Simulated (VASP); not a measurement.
# Sb in VASP: a series of runs

Sb is run at these levels: PBE+D3(BJ); tasks: single point.

All numbers are computed with VASP 6.6.1; they aren't measurements. Logs are shortened: lines on timing, memory, paths and dates and some standing lists are left out, and cuts for length are marked.

## (1) The cell of the first run

The cell holds a slab with vacuum, 4 atoms: a = 4.069 Å, b = 4.069 Å, c = 20.800 Å, α = 90.00°, β = 90.00°, γ = 120.00°.

## (2) Single point, PBE+D3(BJ) (layers slid over each other, then relaxed in part)

Input file INCAR:

```
  ALGO = Normal
  DIPOL = 0.5 0.5 0.365
  EDIFF = 1E-6
  ENCUT = 400
  GGA = PE
  GGA_COMPAT = F
  IDIPOL = 3
  ISIF = 2
  ISMEAR = 0
  IVDW = 12
  LASPH = T
  LCHARG = T
  LDIPOL = T
  LELF = T
  LREAL = F
  LVACPOTAV = T
  LVHAR = T
  LWAVE = F
  NBANDS = 38
  NELM = 120
  NELMDL = -8
  PREC = Accurate
  SIGMA = 0.05
```

Input file KPOINTS:

```
k-points
0
Gamma
  9 9 1
```

Input file POSCAR:

```
Sb
1.0
    4.0686848921      0.0000000000      0.0000000000
   -2.0343424461      3.5235844766      0.0000000000
    0.0000000000      0.0000000000     20.8000277116
Sb
4
Direct
    0.3333333333      0.6666666667      0.2958298857
    0.6666666667      0.3333333333      0.2163458656
    1.1111111111      1.2222222222      0.5143046256
    0.7777777778      1.5555555556      0.4350282628
```

Potentials or basis: VASP PAW PBE potentials, release 64 (Sb_d_GW).

Command:

```console
$ cat potpaw_PBE.64/Sb_d_GW/POTCAR > POTCAR
$ mpirun -np 1 vasp_std > vasp.out
```

OUTCAR:

```text
EDIFF = 1E-6
   ENCUT = 400
   GGA = PE
   ISIF = 2
   ISMEAR = 0
   IVDW = 12
   LASPH = T
   LREAL = F
   NELM = 120
   NELMDL = -8
   PREC = Accurate
 IVDW          = 12

 ion  position               nearest neighbor table
   1  0.333  0.667  0.296-   2 2.87   2 2.87   2 2.87
   2  0.667  0.333  0.216-   1 2.87   1 2.87   1 2.87
   3  0.111  0.222  0.514-   4 2.87   4 2.87   4 2.87
   4  0.778  0.556  0.435-   3 2.87   3 2.87   3 2.87

  LATTYP: Found a hexagonal cell.
 ALAT       =     4.0686848921
 C/A-ratio  =     5.1122237930

  Lattice vectors:

 A1 = (   4.0686848921,   0.0000000000,   0.0000000000)
 A2 = (  -2.0343424461,   3.5235844766,   0.0000000000)
 A3 = (   0.0000000000,   0.0000000000,  20.8000277116)

Analysis of symmetry for initial positions (statically):
=====================================================================
 Subroutine PRICEL returns:
 Original cell was already a primitive cell.

 Routine SETGRP: Setting up the symmetry group for a
 hexagonal supercell.

 Subroutine GETGRP returns: Found  2 space group operations
 (whereof  2 operations were pure point group operations)
 out of a pool of 24 trial point group operations.

The static configuration has the point symmetry C_1h.

Analysis of symmetry for dynamics (positions and initial velocities):
=====================================================================
 Subroutine PRICEL returns:
 Original cell was already a primitive cell.

 Routine SETGRP: Setting up the symmetry group for a
 hexagonal supercell.

 Subroutine GETGRP returns: Found  2 space group operations
 (whereof  2 operations were pure point group operations)
 out of a pool of 24 trial point group operations.

The dynamic configuration has the point symmetry C_1h.

 Subroutine INISYM returns: Found  2 space group operations
 (whereof  2 operations are pure point group operations),
 and found     1 'primitive' translations

----------------------------------------------------------------------------------------

                                     Primitive cell

  volume of cell :     298.1966

  direct lattice vectors                    reciprocal lattice vectors
     4.068684892  0.000000000  0.000000000     0.245779663  0.141900954  0.000000000
    -2.034342446  3.523584477  0.000000000     0.000000000  0.283801909  0.000000000
     0.000000000  0.000000000 20.800027712     0.000000000  0.000000000  0.048076859

  length of vectors
     4.068684892  4.068684892 20.800027712     0.283801909  0.283801909  0.048076859

  position of ions in fractional coordinates (direct lattice)
     0.333333333  0.666666667  0.295829886
     0.666666667  0.333333333  0.216345866
     0.111111111  0.222222222  0.514304626
     0.777777778  0.555555556  0.435028263

  ion indices of the primitive-cell ions
   primitive index   ion index
                 1           1
                 2           2
                 3           3
                 4           4

----------------------------------------------------------------------------------------

 KPOINTS: k-points

Automatic generation of k-mesh.
 Grid dimensions read from file:
 generate k-points for:    9    9    1

 Generating k-lattice:

  Cartesian coordinates                     Fractional coordinates (reciprocal lattice)
     0.027308851  0.015766773  0.000000000     0.111111111 -0.000000000  0.000000000
     0.000000000  0.031533545  0.000000000     0.000000000  0.111111111  0.000000000
     0.000000000  0.000000000  0.048076859     0.000000000  0.000000000  1.000000000

  Length of vectors
     0.031533545  0.031533545  0.048076859

  Shift w.r.t. Gamma in fractional coordinates (k-lattice)
     0.000000000  0.000000000  0.000000000

 Subroutine IBZKPT returns following result:
 ===========================================

 Found     25 irreducible k-points:

 Following reciprocal coordinates:
            Coordinates               Weight
  0.000000  0.000000  0.000000      1.000000
  0.111111 -0.000000  0.000000      4.000000
  0.000000  0.111111  0.000000      2.000000
  0.222222 -0.000000  0.000000      4.000000
  0.000000  0.222222  0.000000      2.000000
  0.333333 -0.000000  0.000000      4.000000
[... 16 lines left out ...]
 -0.222222 -0.444444  0.000000      4.000000
  0.444444  0.333333  0.000000      4.000000
   k-points           NKPTS =     25   k-points in BZ     NKDIM =     25   number of bands    NBANDS=     38
   number of dos      NEDOS =    301   number of ions     NIONS =      4
   total plane-waves  NPLWV = 109760
   dimension x,y,z NGX =    28 NGY =   28 NGZ =  140
   dimension x,y,z NGXF=    56 NGYF=   56 NGZF=  280
   ions per type =               4
   NGX,Y,Z   is equivalent  to a cutoff of  11.44, 11.44, 11.19 a.u.
   NGXF,Y,Z  is equivalent  to a cutoff of  22.88, 22.88, 22.38 a.u.
 SYSTEM =  unknown system
   PREC   = accura    normal or accurate (medium, high low for compatibility)
   ISTART =      0    job   : 0-new  1-cont  2-samecut
   ICHARG =      2    charge: 1-file 2-atom 10-const
   ISPIN  =      1    spin polarized calculation?
   LNONCOLLINEAR =      F non collinear calculations
   LSORBIT =      F    spin-orbit coupling
   LASPH  =      T    aspherical Exc in radial PAW
   ENCUT  =  400.0 eV  29.40 Ry    5.42 a.u.   6.63  6.63 33.92*2*pi/ulx,y,z
   NELM   =    120;   NELMIN=  2; NELMDL= -8     # of ELM steps
   EDIFF  = 0.1E-05   stopping-criterion for ELM
   LREAL  =      F    real-space projection
   EDIFFG = 0.1E-04   stopping-criterion for IOM
   NSW    =      0    number of steps for IOM
   IBRION =     -1    ionic relax: 0-MD 1-quasi-New 2-CG
   NFREE  =      0    steps in history (QN), initial steepest desc. (CG)
   ISIF   =      2    stress and relaxation
   ISYM   =      2    0-nonsym 1-usesym 2-fastsym
   POTIM  = 0.5000    time-step for ionic-motion
   TEBEG  =    0.0;   TEEND  =   0.0 temperature during run
   PSTRESS=    0.0 pullay stress
   NELECT =      60.0000    total number of electrons
   NUPDOWN=      -1.0000    fix difference up-down
   EMIN   =  10.00;   EMAX   =-10.00  energy-range for DOS
   EFERMI =   0.00;   METHOD = LEGACY
   ISMEAR =     0;   SIGMA  =   0.05  broadening in eV -4-tet -1-fermi 0-gaus
   EFERMI_NEDOS =   21; number of points for ismear=-14 and -15
   IALGO  =     38    algorithm
   IMIX   =      4    mixing-type and parameters
     AMIX     =   0.40;   BMIX     =  1.00
     AMIX_MAG =   1.60;   BMIX_MAG =  1.00
  volume/ion in A,a.u.               =      74.55       503.08
  Fermi-wavevector in a.u.,A,eV,Ry     =   0.959307  1.812828 12.521037  0.920270
  Thomas-Fermi vector in A             =   2.088492
   LORBIT       =      0    0 simple, 1 ext, 2 COOP (PROOUT), +10 PAW based schemes
   GGA     = PE    functional components
   LHFCALC =     F    Hartree Fock is set to
   AEXX    =    0.0000 exact exchange contribution
   IVDW    =    12    specifies the selected vdW correction
   LEPSILON=     F    determine dielectric tensor
   LRPA    =     F    only Hartree local field effects (RPA)
 non-spin polarized calculation
 Gauss-broadening in eV      SIGMA  =   0.05
  energy-cutoff  :      400.00
  volume of cell :      298.20
 maximum number of plane-waves:      5503
   NGX = 13   NGY = 13   NGZ = 67

 dipolmoment           0.000000      0.000000     -0.001171 electrons x Angstroem

 number of electron      59.9999977 magnetization

 dipolmoment           0.000000      0.000000      0.005174 electrons x Angstroem

 Free energy of the ion-electron system (eV)
  ---------------------------------------------------
  ext. energy  EPLUGINS =         0.00000000
  ---------------------------------------------------
  free energy    TOTEN  =       -16.26497937 eV

  energy without entropy =      -16.26497761  energy(sigma->0) =      -16.26497849

 E-fermi :  -0.2341     XC(G=0):  -4.7584

 val. band max:       -0.3698595490   @ k =   0.1111  -0.0000   0.0000
 cond. band min:      -0.1047287678   @ k =   0.0000   0.3333   0.0000
 fundamental gap:      0.2651307812
 Fermi energy:        -0.2341097904

 k-point     1 :       0.0000    0.0000    0.0000
  band No.  band energies     occupation
      1     -29.5978      2.00000
      2     -29.5946      2.00000
      3     -29.5395      2.00000
      4     -29.5381      2.00000
      5     -29.5209      2.00000
      6     -29.5174      2.00000
[... 30 lines left out ...]
     37       3.3327      0.00000
     38       3.5301      0.00000

 k-point     2 :       0.1111   -0.0000    0.0000
  band No.  band energies     occupation
      1     -29.5963      2.00000
      2     -29.5887      2.00000
      3     -29.5383      2.00000
      4     -29.5322      2.00000
      5     -29.5197      2.00000
      6     -29.5142      2.00000
[... 30 lines left out ...]
     37       3.5015      0.00000
     38       3.7177      0.00000

 k-point     3 :       0.0000    0.1111    0.0000
  band No.  band energies     occupation
      1     -29.5936      2.00000
      2     -29.5914      2.00000
      3     -29.5370      2.00000
      4     -29.5330      2.00000
      5     -29.5174      2.00000
      6     -29.5169      2.00000
[... 30 lines left out ...]
     37       3.4988      0.00000
     38       3.6983      0.00000

 k-point     4 :       0.2222   -0.0000    0.0000
  band No.  band energies     occupation
      1     -29.5936      2.00000
      2     -29.5707      2.00000
      3     -29.5356      2.00000
      4     -29.5207      2.00000
      5     -29.5125      2.00000
      6     -29.5047      2.00000
[... 30 lines left out ...]
     37       3.8992      0.00000
     38       4.1421      0.00000
[... 703 lines left out ...]
      4     -29.5001      2.00000
      5     -29.4869      2.00000
      6     -29.4728      2.00000
[... 30 lines left out ...]
     37       5.1259      0.00000
     38       5.3076      0.00000

 k-point    23 :      -0.2222   -0.4444    0.0000
  band No.  band energies     occupation
      1     -29.5868      2.00000
      2     -29.5300      2.00000
      3     -29.5155      2.00000
      4     -29.4984      2.00000
      5     -29.4889      2.00000
      6     -29.4720      2.00000
[... 30 lines left out ...]
     37       5.0448      0.00000
     38       5.1849      0.00000

 k-point    24 :       0.4444    0.3333    0.0000
  band No.  band energies     occupation
      1     -29.5880      2.00000
      2     -29.5304      2.00000
      3     -29.5151      2.00000
      4     -29.5006      2.00000
      5     -29.4869      2.00000
      6     -29.4722      2.00000
[... 30 lines left out ...]
     37       5.1419      0.00000
     38       5.4340      0.00000

 [... further k-points ...]

------------------------ aborting loop because EDIFF is reached ----------------------------------------

 Edisp (eV)   -1.31357

 E8    (eV) :    -0.6334

  FORCE on cell =-STRESS in cart. coord.  units (eV):
  Direction    XX          YY          ZZ          XY          YZ          ZX
  --------------------------------------------------------------------------------------
  -------------------------------------------------------------------------------------
  Total       1.04430    -0.09043    -0.26257     0.00000    -0.26069     0.00000
  in kB       5.61091    -0.48588    -1.41075     0.00000    -1.40064     0.00000
  external pressure =        1.24 kB  Pullay stress =        0.00 kB

 VOLUME and BASIS-vectors are now :
 -----------------------------------------------------------------------------
  energy-cutoff  :      400.00
  volume of cell :      298.20
      direct lattice vectors                 reciprocal lattice vectors
     4.068684892  0.000000000  0.000000000     0.245779663  0.141900954  0.000000000
    -2.034342446  3.523584477  0.000000000     0.000000000  0.283801909  0.000000000
     0.000000000  0.000000000 20.800027712     0.000000000  0.000000000  0.048076859

 POSITION                                       TOTAL-FORCE (eV/Angst)
 -----------------------------------------------------------------------------------
     -0.00000      2.34906      6.15327        -0.000000      0.059769     -0.002270
      2.03434      1.17453      4.50000        -0.000000      0.004271     -0.001894
     -0.00000      0.78302     10.69755         0.000000     -0.044797      0.003609
      2.03434      1.95755      9.04860         0.000000     -0.019242      0.000555
 -----------------------------------------------------------------------------------
    total drift:                               -0.000000     -0.002082     -0.006272

  FREE ENERGIE OF THE ION-ELECTRON SYSTEM (eV)
  ---------------------------------------------------
  free  energy   TOTEN  =       -17.5785482031 eV

  energy  without entropy=      -17.5785464397  energy(sigma->0) =      -17.57854732

 vacuum level on the upper side and lower side of the slab         3.863         3.798
```

It took 4.6 min on 1 thread of Intel Xeon Platinum 8488C (Sapphire Rapids), shared host; peak memory 0.42 GiB.

Results:

* Free energy: -17.5785 eV
* Largest force: 0.060 eV/Å
* Dispersion energy per atom: -0.328 eV

Forces in eV/Å, atoms in the order of the input:
```
Sb   0.000  0.060 -0.002
Sb   0.000  0.004 -0.002
Sb   0.000 -0.045  0.004
Sb   0.000 -0.019  0.001
```

Caveat: the cell differs from its parent crystal (layers slid over each other, then relaxed in part); spin-orbit coupling is left out, which moves the levels of the heavy elements.

(Continued in part 2 of 2.)
